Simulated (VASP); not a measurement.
NaH, 4 atoms in the cell. The structure is hexagonal, space group P6_3/mmc (No. 194). Conventional cell: a = 3.953 Å, b = 3.953 Å, c = 4.828 Å, α = 90.00°, β = 90.00°, γ = 120.00°. Na (site symmetry -6m2) has 5 H at 2.28 to 2.41 Å within 3.0 Å. Within 3.0 Å of H (site symmetry -6m2) lie 5 Na at 2.28 to 2.41 Å. 

| Quantity | Value |
| --- | --- |
| Program | VASP 6.6.1 |
| Task | single point |
| Functional | PBE |
| Potentials or basis | VASP PAW PBE potentials, release 64 (Na_pv, H) |
| Cutoff | 500 eV |
| k mesh | 6 × 6 × 4 |
| Occupations | methfessel-paxton, width 0.001 eV |
| Spin | no spin polarisation |
| Dipole correction | no |
| Further INCAR settings | ALGO = Normal; EDIFF = 1e-06; NBANDS = 16 |

Potentials or basis: VASP PAW PBE potentials, release 64 (Na_pv, H).

Launch:

```console
$ cat potpaw_PBE.64/Na_pv/POTCAR potpaw_PBE.64/H/POTCAR > POTCAR
$ mpirun -np 1 vasp_std > vasp.out
```

Hardware: 1 thread of Intel Xeon 8259CL, with other jobs on the host.

Q: Estimate the wall time of this run.

A: It took 33 s on 1 thread of Intel Xeon 8259CL, with other jobs on the host, peak memory 0.17 GiB. Counts: scf iterations 13, k points 21.
